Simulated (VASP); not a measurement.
Input of a VASP 6.6.1 run:

Contents of INCAR:

```
ALGO = Normal
EDIFF = 1E-6
ENCUT = 500
GGA = PE
GGA_COMPAT = False
ISIF = 2
ISMEAR = 0
LASPH = True
LCHARG = True
LELF = True
LREAL = False
LVHAR = True
LWAVE = False
NBANDS = 15
NELM = 120
PREC = Accurate
SIGMA = 0.05
```

The input KPOINTS:

```
k-points
0
Gamma
  12 12 12
```

POSCAR

```
TaAs
1.0
    0.0000000000      2.6328750318      2.6328750318
    2.6328750318      0.0000000000      2.6328750318
    2.6328750318      2.6328750318      0.0000000000
Ta As
1 1
Direct
    0.5000000000      0.5000000000      0.5000000000
    0.0000000000      0.0000000000      0.0000000000
```

Potentials or basis: VASP PAW PBE potentials, release 64 (Ta_pv, As).

Launch:

```console
$ cat potpaw_PBE.64/Ta_pv/POTCAR potpaw_PBE.64/As/POTCAR > POTCAR
$ mpirun -np 1 vasp_std > vasp.out
```

Problem. Estimate the band gap on the k mesh.

Solution. Zero (bands 8 and 9 overlap by 2.17 eV).

Problem. Estimate the pressure.

Solution. 0.4 GPa.

Caveat: spin-orbit coupling is left out, which moves the levels of the heavy elements.
